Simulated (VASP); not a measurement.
# MgCd3Se4 (P-4m2) in VASP: notebook

MgCd3Se4 is run at these levels: PBE, LDA; tasks: single point.

Program: VASP 6.6.1. These are calculated values, not measurements. Logs are shortened: lines on timing, memory, paths and dates and some standing lists are left out, and cuts for length are marked.

### 1 The cell of the first run

It takes space group P-4m2 (No. 115, tetragonal). The conventional cell has a = 4.354 Å, b = 4.354 Å, c = 12.238 Å, α = 90.00°, β = 90.00°, γ = 90.00°. Within 3.4 Å of Mg (site symmetry -4m2) lie 4 Se at 2.60 Å. Within 3.5 Å of Cd (site symmetry 2mm) lie 4 Se at 2.68 Å. Cd (site symmetry -4m2) has 4 Se at 2.68 Å within 3.5 Å. Se (site symmetry 2mm) has 4 Cd at 2.68 Å within 3.5 Å. Within 3.4 Å of Se (site symmetry 2mm) lie 2 Mg at 2.60 Å and 2 Cd at 2.68 Å.

### 2 Single point, PBE

Input file INCAR:

```
PREC = Accurate
ENCUT = 520
EDIFF = 1E-6
ISMEAR = 0
SIGMA = 0.02
LREAL = False
LASPH = True
NELM = 60
ALGO = Normal
ISIF = 2
LWAVE = False
LCHARG = True
GGA = PE
LELF = True
LVHAR = True
NBANDS = 41
```

Input file KPOINTS:

```
Automatic mesh
0
Gamma
  6 6 4
```

Input file POSCAR:

```
MgCd3Se4
1.0
    4.3539801000      0.0000000000      0.0000000000
    0.0000000000      4.3539801000      0.0000000000
    0.0000000000      0.0000000000     12.2377502000
Mg Cd Se
1 3 4
Direct
    0.5000000000      0.5000000000      0.5000000000
    0.0000000000      0.0000000000      0.7448600000
    0.5000000000      0.5000000000      0.0000000000
    0.0000000000      0.0000000000      0.2551400000
    0.5000000000      0.0000000000      0.1275270000
    0.0000000000      0.5000000000      0.3831930000
    0.5000000000      0.0000000000      0.6168070000
    0.0000000000      0.5000000000      0.8724730000
```

Potentials or basis: VASP PAW PBE potentials, release 64 (Mg, Cd, Se).

On the command line:

```sh
> cat potpaw_PBE.64/Mg/POTCAR potpaw_PBE.64/Cd/POTCAR potpaw_PBE.64/Se/POTCAR > POTCAR
> mpirun -np 1 vasp_std > vasp.out
```

OUTCAR:

```text
PREC = Accurate
   ENCUT = 520
   EDIFF = 1E-6
   ISMEAR = 0
   LREAL = False
   LASPH = True
   NELM = 60
   ISIF = 2
   GGA = PE

 ion  position               nearest neighbor table
   1  0.500  0.500  0.500-   6 2.60   7 2.60   7 2.60   6 2.60
   2  0.000  0.000  0.745-   8 2.68   8 2.68   7 2.68   7 2.68
   3  0.500  0.500  0.000-   5 2.68   8 2.68   5 2.68   8 2.68
   4  0.000  0.000  0.255-   5 2.68   5 2.68   6 2.68   6 2.68
   5  0.500  0.000  0.128-   3 2.68   3 2.68   4 2.68   4 2.68
   6  0.000  0.500  0.383-   1 2.60   1 2.60   4 2.68   4 2.68
   7  0.500  0.000  0.617-   1 2.60   1 2.60   2 2.68   2 2.68
   8  0.000  0.500  0.872-   3 2.68   3 2.68   2 2.68   2 2.68

  LATTYP: Found a simple tetragonal cell.
 ALAT       =     4.3539801000
 C/A-ratio  =     2.8107042106

  Lattice vectors:

 A1 = (   4.3539801000,   0.0000000000,   0.0000000000)
 A2 = (   0.0000000000,   4.3539801000,   0.0000000000)
 A3 = (   0.0000000000,   0.0000000000,  12.2377502000)

Analysis of symmetry for initial positions (statically):
=====================================================================
 Subroutine PRICEL returns:
 Original cell was already a primitive cell.

 Routine SETGRP: Setting up the symmetry group for a
 simple tetragonal supercell.

 Subroutine GETGRP returns: Found  8 space group operations
 (whereof  8 operations were pure point group operations)
 out of a pool of 16 trial point group operations.

The static configuration has the point symmetry D_2d.

Analysis of symmetry for dynamics (positions and initial velocities):
=====================================================================
 Subroutine PRICEL returns:
 Original cell was already a primitive cell.

 Routine SETGRP: Setting up the symmetry group for a
 simple tetragonal supercell.

 Subroutine GETGRP returns: Found  8 space group operations
 (whereof  8 operations were pure point group operations)
 out of a pool of 16 trial point group operations.

The dynamic configuration has the point symmetry D_2d.

 Subroutine INISYM returns: Found  8 space group operations
 (whereof  8 operations are pure point group operations),
 and found     1 'primitive' translations

----------------------------------------------------------------------------------------

                                     Primitive cell

  volume of cell :     231.9928

  direct lattice vectors                    reciprocal lattice vectors
     4.353980100  0.000000000  0.000000000     0.229674913  0.000000000  0.000000000
     0.000000000  4.353980100  0.000000000     0.000000000  0.229674913  0.000000000
     0.000000000  0.000000000 12.237750200     0.000000000  0.000000000  0.081714366

  length of vectors
     4.353980100  4.353980100 12.237750200     0.229674913  0.229674913  0.081714366

  position of ions in fractional coordinates (direct lattice)
     0.500000000  0.500000000  0.500000000
     0.000000000  0.000000000  0.744860000
     0.500000000  0.500000000  0.000000000
     0.000000000  0.000000000  0.255140000
     0.500000000  0.000000000  0.127527000
     0.000000000  0.500000000  0.383193000
     0.500000000  0.000000000  0.616807000
     0.000000000  0.500000000  0.872473000

  ion indices of the primitive-cell ions
   primitive index   ion index
                 1           1
                 2           2
                 3           3
                 4           4
                 5           5
                 6           6
                 7           7
                 8           8

----------------------------------------------------------------------------------------

 KPOINTS: Automatic mesh

Automatic generation of k-mesh.
 Grid dimensions read from file:
 generate k-points for:    6    6    4

 Generating k-lattice:

  Cartesian coordinates                     Fractional coordinates (reciprocal lattice)
     0.038279152  0.000000000  0.000000000     0.166666667  0.000000000  0.000000000
     0.000000000  0.038279152  0.000000000     0.000000000  0.166666667  0.000000000
     0.000000000  0.000000000  0.020428592     0.000000000  0.000000000  0.250000000

  Length of vectors
     0.038279152  0.038279152  0.020428592

  Shift w.r.t. Gamma in fractional coordinates (k-lattice)
     0.000000000  0.000000000  0.000000000

 Subroutine IBZKPT returns following result:
 ===========================================

 Found     30 irreducible k-points:

 Following reciprocal coordinates:
            Coordinates               Weight
  0.000000  0.000000  0.000000      1.000000
  0.166667  0.000000  0.000000      4.000000
  0.333333  0.000000  0.000000      4.000000
  0.500000  0.000000  0.000000      2.000000
  0.166667  0.166667  0.000000      4.000000
  0.333333  0.166667  0.000000      8.000000
[... 16 lines left out ...]
  0.333333  0.000000  0.500000      4.000000
  0.500000  0.000000  0.500000      2.000000
 [... further k-points ...]
   k-points           NKPTS =     30   k-points in BZ     NKDIM =     30   number of bands    NBANDS=     41
   number of dos      NEDOS =    301   number of ions     NIONS =      8
   total plane-waves  NPLWV =  98304
   dimension x,y,z NGX =    32 NGY =   32 NGZ =   96
   dimension x,y,z NGXF=    64 NGYF=   64 NGZF=  192
   ions per type =               1   3   4
   NGX,Y,Z   is equivalent  to a cutoff of  12.22, 12.22, 13.04 a.u.
   NGXF,Y,Z  is equivalent  to a cutoff of  24.44, 24.44, 26.08 a.u.
 SYSTEM =  unknown system
   PREC   = accura    normal or accurate (medium, high low for compatibility)
   ISTART =      0    job   : 0-new  1-cont  2-samecut
   ICHARG =      2    charge: 1-file 2-atom 10-const
   ISPIN  =      1    spin polarized calculation?
   LNONCOLLINEAR =      F non collinear calculations
   LSORBIT =      F    spin-orbit coupling
   LASPH  =      T    aspherical Exc in radial PAW
   ENCUT  =  520.0 eV  38.22 Ry    6.18 a.u.   8.10  8.10 22.75*2*pi/ulx,y,z
   NELM   =     60;   NELMIN=  2; NELMDL= -5     # of ELM steps
   EDIFF  = 0.1E-05   stopping-criterion for ELM
   LREAL  =      F    real-space projection
   EDIFFG = 0.1E-04   stopping-criterion for IOM
   NSW    =      0    number of steps for IOM
   IBRION =     -1    ionic relax: 0-MD 1-quasi-New 2-CG
   NFREE  =      0    steps in history (QN), initial steepest desc. (CG)
   ISIF   =      2    stress and relaxation
   ISYM   =      2    0-nonsym 1-usesym 2-fastsym
   POTIM  = 0.5000    time-step for ionic-motion
   TEBEG  =    0.0;   TEEND  =   0.0 temperature during run
   PSTRESS=    0.0 pullay stress
   NELECT =      62.0000    total number of electrons
   NUPDOWN=      -1.0000    fix difference up-down
   EMIN   =  10.00;   EMAX   =-10.00  energy-range for DOS
   EFERMI =   0.00;   METHOD = LEGACY
   ISMEAR =     0;   SIGMA  =   0.02  broadening in eV -4-tet -1-fermi 0-gaus
   EFERMI_NEDOS =   21; number of points for ismear=-14 and -15
   IALGO  =     38    algorithm
   IMIX   =      4    mixing-type and parameters
     AMIX     =   0.40;   BMIX     =  1.00
     AMIX_MAG =   1.60;   BMIX_MAG =  1.00
  volume/ion in A,a.u.               =      29.00       195.70
  Fermi-wavevector in a.u.,A,eV,Ry     =   1.054502  1.992719 15.129319  1.111974
  Thomas-Fermi vector in A             =   2.189664
   LORBIT       =      0    0 simple, 1 ext, 2 COOP (PROOUT), +10 PAW based schemes
   GGA     = PE    functional components
   LHFCALC =     F    Hartree Fock is set to
   AEXX    =    0.0000 exact exchange contribution
   IVDW    =     0    specifies the selected vdW correction
   LEPSILON=     F    determine dielectric tensor
   LRPA    =     F    only Hartree local field effects (RPA)
 non-spin polarized calculation
 Gauss-broadening in eV      SIGMA  =   0.02
  energy-cutoff  :      520.00
  volume of cell :      231.99
 maximum number of plane-waves:      6296
   NGX = 17   NGY = 17   NGZ = 45

 number of electron      61.9999972 magnetization

 Free energy of the ion-electron system (eV)
  ---------------------------------------------------
  ext. energy  EPLUGINS =         0.00000000
  ---------------------------------------------------
  free energy    TOTEN  =       -23.99878911 eV

  energy without entropy =      -23.99878911  energy(sigma->0) =      -23.99878911

 E-fermi :   0.6613     XC(G=0):  -8.5158

 val. band max:        0.5650687824   @ k =   0.0000   0.0000   0.0000
 cond. band min:       1.4801949230   @ k =   0.0000   0.0000   0.0000
 fundamental gap:      0.9151261407
 Fermi energy:         0.6612904265

 k-point     1 :       0.0000    0.0000    0.0000
  band No.  band energies     occupation
      1     -11.5973      2.00000
      2     -11.3612      2.00000
      3     -11.3572      2.00000
      4     -11.0430      2.00000
      5      -7.0606      2.00000
      6      -7.0606      2.00000
[... 33 lines left out ...]
     40       6.7087      0.00000
     41       6.7368      0.00000

 k-point     2 :       0.1667    0.0000    0.0000
  band No.  band energies     occupation
      1     -11.5394      2.00000
      2     -11.3332      2.00000
      3     -11.3237      2.00000
      4     -11.0428      2.00000
      5      -7.0507      2.00000
      6      -7.0387      2.00000
[... 33 lines left out ...]
     40       6.8624      0.00000
     41       7.0610      0.00000

 k-point     3 :       0.3333    0.0000    0.0000
  band No.  band energies     occupation
      1     -11.4072      2.00000
      2     -11.2926      2.00000
      3     -11.2337      2.00000
      4     -11.0617      2.00000
      5      -7.0253      2.00000
      6      -7.0217      2.00000
[... 33 lines left out ...]
     40       7.1538      0.00000
     41       7.1618      0.00000

 k-point     4 :       0.5000    0.0000    0.0000
  band No.  band energies     occupation
      1     -11.3040      2.00000
      2     -11.3039      2.00000
      3     -11.1435      2.00000
      4     -11.1195      2.00000
      5      -7.0056      2.00000
      6      -7.0034      2.00000
[... 825 lines left out ...]
     40       7.0344      0.00000
     41       7.0453      0.00000

 k-point    23 :       0.3333    0.0000    0.5000
  band No.  band energies     occupation
      1     -11.3957      2.00000
      2     -11.3238      2.00000
      3     -11.2103      2.00000
      4     -11.0655      2.00000
      5      -7.0261      2.00000
      6      -7.0208      2.00000
[... 33 lines left out ...]
     40       7.0050      0.00000
     41       7.2520      0.00000

 k-point    24 :       0.5000    0.0000    0.5000
  band No.  band energies     occupation
      1     -11.3040      2.00000
      2     -11.3039      2.00000
      3     -11.1436      2.00000
      4     -11.1196      2.00000
      5      -7.0067      2.00000
      6      -7.0027      2.00000
[... 33 lines left out ...]
     40       7.0658      0.00000
     41       7.3499      0.00000

 [... further k-points ...]

------------------------ aborting loop because EDIFF is reached ----------------------------------------

  FORCE on cell =-STRESS in cart. coord.  units (eV):
  Direction    XX          YY          ZZ          XY          YZ          ZX
  --------------------------------------------------------------------------------------
  -------------------------------------------------------------------------------------
  Total        0.2656130      0.2656130      0.2978753      0.0000000      0.0000000      0.0000000
  in kB        1.8343634      1.8343634      2.0571720      0.0000000      0.0000000      0.0000000
  external PRESSURE =       1.9086329 kB  Pullay stress =       0.0000000 kB

 VOLUME and BASIS-vectors are now :
 -----------------------------------------------------------------------------
  energy-cutoff  :      520.00
  volume of cell :      231.99
      direct lattice vectors                 reciprocal lattice vectors
     4.353980100  0.000000000  0.000000000     0.229674913  0.000000000  0.000000000
     0.000000000  4.353980100  0.000000000     0.000000000  0.229674913  0.000000000
     0.000000000  0.000000000 12.237750200     0.000000000  0.000000000  0.081714366

 POSITION                                       TOTAL-FORCE (eV/Angst)
 -----------------------------------------------------------------------------------
      2.17699      2.17699      6.11888        -0.000000      0.000000      0.000000
      0.00000      0.00000      9.11541        -0.000000      0.000000      0.000257
      2.17699      2.17699      0.00000        -0.000000     -0.000000      0.000000
      0.00000      0.00000      3.12234        -0.000000      0.000000     -0.000257
      2.17699      0.00000      1.56064        -0.000000      0.000000      0.000902
      0.00000      2.17699      4.68942         0.000000      0.000000      0.033724
      2.17699      0.00000      7.54833        -0.000000      0.000000     -0.033724
      0.00000      2.17699     10.67711        -0.000000      0.000000     -0.000902
 -----------------------------------------------------------------------------------
    total drift:                                0.000000     -0.000000      0.000000

  FREE ENERGIE OF THE ION-ELECTRON SYSTEM (eV)
  ---------------------------------------------------
  free  energy   TOTEN  =       -23.9987891135 eV

  energy  without entropy=      -23.9987891135  energy(sigma->0) =      -23.99878911
```

Run time: 2.7 min. Hardware: 1 thread of Intel Xeon Platinum 8488C (Sapphire Rapids), shared host; peak memory 0.46 GiB.

What came out:

```
Free energy            : -23.9988 eV
Pressure               : 0.2 GPa
Largest force          : 0.034 eV/Å
Band gap on the k mesh : 0.92 eV
```

Forces on the atoms (eV/Å):
```
Mg   0.000  0.000  0.000
Cd   0.000  0.000  0.000
Cd   0.000  0.000  0.000
Cd   0.000  0.000  0.000
Se   0.000  0.000  0.001
Se   0.000  0.000  0.034
Se   0.000  0.000 -0.034
Se   0.000  0.000 -0.001
```

A k mesh can miss the band edges.

### 3 Single point, LDA

Input file INCAR:

```
SYSTEM = MgCd3Se4
PREC = Accurate ; ENCUT = 520
EDIFF = 1E-6 ; ISMEAR = 0
SIGMA = 0.02 ; LREAL = .False.
LASPH = .True. ; NELM = 100
ALGO = Normal ; ISIF = 2
LWAVE = .False. ; LCHARG = .False.
GGA = CA ; NBANDS = 41
```

Input file KPOINTS:

```
regular mesh
0
Gamma
  6 6 4
  0 0 0
```

POSCAR is that of step 2.

Potentials or basis: VASP PAW LDA potentials, release 64 (Mg, Cd, Se).

On the command line:

```sh
> cat potpaw_LDA.64/Mg/POTCAR potpaw_LDA.64/Cd/POTCAR potpaw_LDA.64/Se/POTCAR > POTCAR
> mpirun -np 1 vasp_std > vasp.out
```

OUTCAR:

```text
SYSTEM = MgCd3Se4
   PREC = Accurate
   ENCUT = 520
   EDIFF = 1E-6
   ISMEAR = 0
   LREAL = .False.
   LASPH = .True.
   NELM = 100
   ISIF = 2
   GGA = CA

 ion  position               nearest neighbor table
   1  0.500  0.500  0.500-   6 2.60   7 2.60   7 2.60   6 2.60
   2  0.000  0.000  0.745-   8 2.68   8 2.68   7 2.68   7 2.68
   3  0.500  0.500  0.000-   5 2.68   8 2.68   5 2.68   8 2.68
   4  0.000  0.000  0.255-   5 2.68   5 2.68   6 2.68   6 2.68
   5  0.500  0.000  0.128-   3 2.68   3 2.68   4 2.68   4 2.68
   6  0.000  0.500  0.383-   1 2.60   1 2.60   4 2.68   4 2.68
   7  0.500  0.000  0.617-   1 2.60   1 2.60   2 2.68   2 2.68
   8  0.000  0.500  0.872-   3 2.68   3 2.68   2 2.68   2 2.68

  LATTYP: Found a simple tetragonal cell.
 ALAT       =     4.3539801000
 C/A-ratio  =     2.8107042106

  Lattice vectors:

 A1 = (   4.3539801000,   0.0000000000,   0.0000000000)
 A2 = (   0.0000000000,   4.3539801000,   0.0000000000)
 A3 = (   0.0000000000,   0.0000000000,  12.2377502000)

Analysis of symmetry for initial positions (statically):
[... 193 lines left out ...]
  band No.  band energies     occupation
      1     -11.7811      2.00000
      2     -11.5384      2.00000
      3     -11.5377      2.00000
      4     -11.2183      2.00000
      5      -7.2052      2.00000
      6      -7.2052      2.00000
[... 1045 lines left out ...]
     40       6.8026      0.00000
     41       7.0914      0.00000

 [... further k-points ...]

------------------------ aborting loop because EDIFF is reached ----------------------------------------

  FORCE on cell =-STRESS in cart. coord.  units (eV):
  Direction    XX          YY          ZZ          XY          YZ          ZX
  --------------------------------------------------------------------------------------
  -------------------------------------------------------------------------------------
  Total       -5.4831997     -5.4831997     -5.5815733      0.0000000      0.0000000     -0.0000000
  in kB      -37.8678092    -37.8678092    -38.5471922      0.0000000      0.0000000     -0.0000000
  external PRESSURE =     -38.0942702 kB  Pullay stress =       0.0000000 kB

 VOLUME and BASIS-vectors are now :
 -----------------------------------------------------------------------------
  energy-cutoff  :      520.00
  volume of cell :      231.99
      direct lattice vectors                 reciprocal lattice vectors
     4.353980100  0.000000000  0.000000000     0.229674913  0.000000000  0.000000000
     0.000000000  4.353980100  0.000000000     0.000000000  0.229674913  0.000000000
     0.000000000  0.000000000 12.237750200     0.000000000  0.000000000  0.081714366

 POSITION                                       TOTAL-FORCE (eV/Angst)
 -----------------------------------------------------------------------------------
      2.17699      2.17699      6.11888        -0.000000     -0.000000      0.000000
      0.00000      0.00000      9.11541        -0.000000     -0.000000     -0.016813
      2.17699      2.17699      0.00000        -0.000000      0.000000      0.000000
      0.00000      0.00000      3.12234        -0.000000     -0.000000      0.016813
      2.17699      0.00000      1.56064         0.000000     -0.000000      0.001671
      0.00000      2.17699      4.68942         0.000000     -0.000000     -0.148558
      2.17699      0.00000      7.54833        -0.000000     -0.000000      0.148558
      0.00000      2.17699     10.67711        -0.000000     -0.000000     -0.001671
 -----------------------------------------------------------------------------------
    total drift:                                0.000000     -0.000000     -0.000000

  FREE ENERGIE OF THE ION-ELECTRON SYSTEM (eV)
  ---------------------------------------------------
  free  energy   TOTEN  =       -28.5373797792 eV

  energy  without entropy=      -28.5373797792  energy(sigma->0) =      -28.53737978
```

OSZICAR:

```text
N       E                     dE             d eps       ncg     rms          rms(c)
DAV:   1     0.401805927323E+03    0.40181E+03   -0.27777E+04  2460   0.133E+03
DAV:   2    -0.996398188528E+00   -0.40280E+03   -0.38535E+03  2776   0.312E+02
DAV:   3    -0.297374407667E+02   -0.28741E+02   -0.28515E+02  2873   0.804E+01
DAV:   4    -0.301373584487E+02   -0.39992E+00   -0.39949E+00  2844   0.918E+00
DAV:   5    -0.301415788866E+02   -0.42204E-02   -0.42195E-02  3006   0.849E-01    0.995E+00
DAV:   6    -0.286574731852E+02    0.14841E+01   -0.29005E+00  2996   0.121E+01    0.793E+00
DAV:   7    -0.285554196516E+02    0.10205E+00   -0.10936E+00  2884   0.414E+00    0.315E+00
DAV:   8    -0.285391980855E+02    0.16222E-01   -0.12163E-01  2734   0.257E+00    0.518E-01
DAV:   9    -0.285375956249E+02    0.16025E-02   -0.15627E-02  2847   0.113E+00    0.139E-01
DAV:  10    -0.285373465201E+02    0.24910E-03   -0.11368E-03  2895   0.291E-01    0.750E-02
DAV:  11    -0.285373895634E+02   -0.43043E-04   -0.29788E-04  2802   0.907E-02    0.241E-02
DAV:  12    -0.285373791793E+02    0.10384E-04   -0.66980E-05  2853   0.528E-02    0.141E-02
DAV:  13    -0.285373797792E+02   -0.59994E-06   -0.54232E-06  2659   0.137E-02
   1 F= -.28537380E+02 E0= -.28537380E+02  d E =-.235525E-18
```

Wall time 2.1 min (1 thread of Intel Xeon Platinum 8488C (Sapphire Rapids), shared host); peak memory 0.42 GiB.

Results:

| Quantity | Value |
| --- | --- |
| Free energy | -28.5374 eV |
| Pressure | -3.8 GPa |
| Largest force | 0.149 eV/Å |
| Band gap on the k mesh | 0.68 eV |

Forces in eV/Å, atoms in the order of the input:
```
Mg   0.000  0.000  0.000
Cd   0.000  0.000 -0.017
Cd   0.000  0.000  0.000
Cd   0.000  0.000  0.017
Se   0.000  0.000  0.002
Se   0.000  0.000 -0.149
Se   0.000  0.000  0.149
Se   0.000  0.000 -0.002
```

Caveat: the cell stands under tension; semilocal functionals underestimate gaps, and a narrow one can read as zero. A k mesh can miss the band edges.
